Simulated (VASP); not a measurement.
# AlCr2C (P-6m2) in VASP: a series of runs, part 2 of 2

VASP 6.6.1. Earlier steps stand in the parts before.

**4. Relaxation of cell and atoms, PBE, collinear spin, ferromagnetic start**

This run uses another cell than the first one, of 14.09 Å³/atom.

INCAR reads:

```
SYSTEM = AlCr2C
PREC     = Accurate       ! precision mode
ENCUT    = 600            ! plane-wave cutoff, eV
EDIFF    = 1E-6           ! SCF threshold, eV
ISMEAR   = 0              ! smearing method
SIGMA    = 0.1            ! smearing width, eV
LREAL    = .FALSE.        ! projectors in reciprocal space
LASPH    = .TRUE.         ! aspherical terms in the spheres
NELM     = 150            ! most SCF steps
ALGO     = Normal         ! electronic algorithm
ISIF     = 3              ! what is computed and relaxed
LWAVE    = .FALSE.        ! write WAVECAR
LCHARG   = .FALSE.        ! write CHGCAR
ISPIN    = 2              ! spin polarisation
MAGMOM   = 0 -3 -3 0      ! initial moments
LORBIT   = 11             ! projections on sites
LMAXMIX  = 4              ! l up to which the mixer works
GGA      = PE             ! functional
IBRION   = 2              ! ionic algorithm
NSW      = 90             ! ionic steps
EDIFFG   = -0.04          ! ionic threshold
```

KPOINTS reads:

```
Automatic mesh
0
G
  6 6 6
  0 0 0
```

POSCAR reads:

```
AlCr2C
1.0
    4.3924525500      0.0000000000      0.0000000000
   -2.1962262700      3.8039754900      0.0000000000
    0.0000000000      0.0000000000      3.3719961400
Al Cr C
1 2 1
Direct
    0.3333333300      0.6666666700      0.5000000000
    0.0000000000      0.0000000000      0.0000000000
    0.6666666700      0.3333333300      0.0000000000
    0.0000000000      0.0000000000      0.5000000000
```

Potentials or basis: VASP PAW PBE potentials, release 64 (Al, Cr_pv, C).

Command:

```bash
cat potpaw_PBE.64/Al/POTCAR potpaw_PBE.64/Cr_pv/POTCAR potpaw_PBE.64/C/POTCAR > POTCAR
mpirun -np 1 vasp_std > vasp.out
```

OUTCAR:

```text
SYSTEM = AlCr2C
   PREC = Accurate
   ENCUT = 600
   EDIFF = 1E-6
   ISMEAR = 0
   LREAL = .FALSE.
   LASPH = .TRUE.
   NELM = 150
   ISIF = 3
   ISPIN = 2
   LORBIT = 11
   GGA = PE
   IBRION = 2
   NSW = 90
   EDIFFG = -0.04

 ion  position               nearest neighbor table
   1  0.333  0.667  0.500-   4 2.54   4 2.54   4 2.54   3 3.05   3 3.05   2 3.05   2 3.05   3 3.05
                             3 3.05   2 3.05   2 3.05   2 3.05   2 3.05   3 3.05   3 3.05
   2  0.000  0.000  0.000-   4 1.69   4 1.69   3 2.54   3 2.54   3 2.54   1 3.05   1 3.05   1 3.05
                             1 3.05   1 3.05   1 3.05
   3  0.667  0.333  0.000-   2 2.54   2 2.54   2 2.54   1 3.05   1 3.05   1 3.05   1 3.05   1 3.05
                             1 3.05
   4  0.000  0.000  0.500-   2 1.69   2 1.69   1 2.54   1 2.54   1 2.54

  LATTYP: Found a hexagonal cell.
 ALAT       =     4.3924525500
 C/A-ratio  =     0.7676795826

  Lattice vectors:

 A1 = (   4.3924525500,   0.0000000000,   0.0000000000)
 A2 = (  -2.1962262700,   3.8039754900,   0.0000000000)
 A3 = (   0.0000000000,   0.0000000000,   3.3719961400)
[... 488 lines left out ...]
      1     -34.4064      1.00000
      2     -34.4064      1.00000
      3     -34.1887      1.00000
      4     -33.8762      1.00000
      5     -33.3630      1.00000
      6     -33.3630      1.00000
[... 589 lines left out ...]
     21      11.3209      0.00000
     22      12.8432      0.00000

 [... further k-points ...]

 spin component 2

 k-point     1 :       0.0000    0.0000    0.0000
  band No.  band energies     occupation
      1     -34.3996      1.00000
      2     -34.3996      1.00000
      3     -34.1852      1.00000
      4     -33.8618      1.00000
      5     -33.3591      1.00000
      6     -33.3591      1.00000
[... 622 lines left out ...]
  FREE ENERGIE OF THE ION-ELECTRON SYSTEM (eV)
  ---------------------------------------------------
  free  energy   TOTEN  =       -28.9281645918 eV

  energy  without entropy=      -28.9128357744  energy(sigma->0) =      -28.92050018

 reached required accuracy - stopping structural energy minimisation

 total charge

# of ion       s       p       d       tot
------------------------------------------
    1        0.359   0.348   0.000   0.707
    2        0.462   6.430   4.541  11.434
    3        0.395   6.245   4.390  11.030
    4        0.919   1.410   0.000   2.328
--------------------------------------------------
tot          2.134  14.433   8.931  25.499

 magnetization (x)

# of ion       s       p       d       tot
------------------------------------------
    1       -0.000   0.000   0.000   0.000
    2       -0.000   0.000  -0.011  -0.011
    3        0.000   0.000   0.024   0.025
    4        0.000   0.001   0.000   0.001
--------------------------------------------------
tot         -0.000   0.001   0.013   0.014
```

Wall time 5.1 min (1 thread of AMD EPYC 9R45 (Zen 5), shared host); peak memory 0.24 GiB.

What came out:

```
Free energy                                           : -28.9282 eV
Relaxed volume                                        : 12.20 Å³/atom
Relaxed cell                                          : a = 3.823 Å, b = 3.823 Å, c = 3.855 Å, α = 90.00°, β = 90.00°, γ = 120.00°
Space group after relaxing (to 0.1 Å)                 : P-6m2 (No. 187)
Energy gained by relaxing                             : 652.6 meV/atom
Ionic steps                                           : 8
Pressure after relaxing                               : 0.3 GPa
Net moment                                            : 0.02 μB per cell
Site moments                                          : Al +0.00; Cr -0.01, +0.03; C +0.00 μB
Valence electrons inside the program's atomic spheres : Al 0.71; Cr 11.43, 11.03; C 2.33
```

Step by step:
```csv
step,energy change (eV),largest force (eV/Å),pressure (GPa),volume (Å³)
1,0.0000,0.0000,1.26,56.34
2,-2.1731,0.0000,-16.99,55.45
3,-2.2064,0.0000,-16.85,55.82
4,-2.3742,0.0000,14.21,45.22
5,-2.5794,0.0000,-2.32,49.34
6,-2.5794,0.0000,-1.94,49.21
7,-2.6104,0.0000,0.35,48.78
8,-2.6106,0.0000,0.28,48.81
```

Final structure:
```xyz
4
Lattice="3.8234 0.0000 0.0000 -1.9117 3.3112 0.0000 0.0000 0.0000 3.8553" Properties=species:S:1:pos:R:3 pbc="T T T"
Al    0.0000    2.2074    1.9276
Cr    0.0000    0.0000    0.0000
Cr    1.9117    1.1037    0.0000
C     0.0000    0.0000    1.9276
```

Levels at points of the mesh, in eV from the Fermi level:
Spin up:
| k point | band 12 | band 13 | band 14 | band 15 | band 16 | band 17 | band 18 | band 19 | band 20 | band 21 |
| --- | --- | --- | --- | --- | --- | --- | --- | --- | --- | --- |
| (0.00, 0.00, 0.00) | -1.27 | -1.27 | -0.87 | -0.87 | -0.85 | 0.24 | 0.24 | 1.03 | 1.03 | 3.58 |
| (0.50, 0.00, 0.00) | -1.90 | -1.71 | -1.70 | -1.41 | -0.88 | 1.34 | 1.76 | 2.22 | 2.31 | 3.29 |
| (0.00, 0.00, 0.50) | -0.89 | -0.89 | -0.42 | -0.42 | -0.27 | -0.27 | 0.15 | 0.70 | 2.57 | 2.57 |
| (0.50, 0.00, 0.50) | -1.69 | -1.65 | -1.16 | -0.36 | 0.59 | 0.81 | 1.44 | 2.27 | 2.30 | 2.32 |
Spin down:
| k point | band 13 | band 14 | band 15 | band 16 | band 17 | band 18 |
| --- | --- | --- | --- | --- | --- | --- |
| (0.00, 0.00, 0.00) | -1.27 | -0.88 | -0.88 | -0.83 | 0.25 | 0.25 |
| (0.50, 0.00, 0.00) | -1.70 | -1.69 | -1.42 | -0.86 | 1.35 | 1.77 |
| (0.00, 0.00, 0.50) | -0.89 | -0.41 | -0.41 | -0.27 | -0.27 | 0.15 |
| (0.50, 0.00, 0.50) | -1.65 | -1.16 | -0.34 | 0.61 | 0.83 | 1.43 |

Caveat: the moments typed at the start vanished in this run.
